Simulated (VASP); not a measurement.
The system is TiAl (lda).

```
CELL_PARAMETERS angstrom
3.17906 0.00000 0.00000
0.00000 3.17906 0.00000
0.00000 0.00000 3.17906
ATOMIC_POSITIONS crystal
Ti 0.00000 0.00000 0.00000
Al 0.50000 0.50000 0.50000
```

- Program: VASP 6.6.1
- Task: relaxation of cell and atoms
- Functional: LDA
- Potentials or basis: VASP PAW LDA potentials, release 64 (Ti_sv, Al)
- Cutoff: 600 eV
- k mesh: 14 × 14 × 14
- Occupations: gaussian, width 0.1 eV
- Spin: no spin polarisation

At the start: pressure -5.8 GPa; volume 16.06 Å³/atom.

Problem. How do energy, volume and symmetry change on relaxing?

Solution. Over 3 steps the energy falls by 15.0 meV/atom and the volume is 15.27 Å³/atom (-4.9 %); space group Pm-3m (No. 221, to 0.05 Å).

Step by step:
| step | energy change (eV) | largest force (eV/Å) | pressure (GPa) | volume (Å³) |
| --- | --- | --- | --- | --- |
| 1 | 0.0000 | 0.0000 | -5.85 | 32.13 |
| 2 | -0.0148 | 0.0000 | 4.66 | 29.48 |
| 3 | -0.0299 | 0.0000 | -0.01 | 30.55 |

Final structure:
```xyz
2
Lattice="3.1260 0.0000 0.0000 0.0000 3.1260 0.0000 0.0000 0.0000 3.1260" Properties=species:S:1:pos:R:3 pbc="T T T"
Ti    0.0000    0.0000    0.0000
Al    1.5630    1.5630    1.5630
```
